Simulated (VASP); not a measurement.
A run of VASP 6.6.1 is set up as follows.

INCAR

```
PREC = Accurate
ENCUT = 520
EDIFF = 1E-7
ISMEAR = -1
SIGMA = 0.05
LREAL = False
LASPH = True
NELM = 80
ALGO = Normal
ISIF = 2
LWAVE = False
LCHARG = False
GGA = PE
NBANDS = 21
```

File KPOINTS:

```
Automatic mesh
0
Gamma
  8 8 8
```

File POSCAR:

```
Pb
1.0
    0.0000000000      3.4100995290      3.4100995290
    3.4100995290      0.0000000000      3.4100995290
    3.4100995290      3.4100995290      0.0000000000
Pb
2
Direct
    0.0000000000      0.0000000000      0.0000000000
    0.2500000000      0.2500000000      0.2500000000
```

Potentials or basis: VASP PAW PBE potentials, release 64 (Pb_d).

The run is started by

```console
$ cat potpaw_PBE.64/Pb_d/POTCAR > POTCAR
$ mpirun -np 1 vasp_std > vasp.out
```

Problem. Estimate the band gap on the k mesh.

Solution. Zero (band 14 reaches 4.99 eV, above the bottom of band 15 at 3.80 eV).

Problem. Estimate the pressure.

Solution. 3.3 GPa.

Caveat: spin-orbit coupling is left out, which moves the levels of the heavy elements.
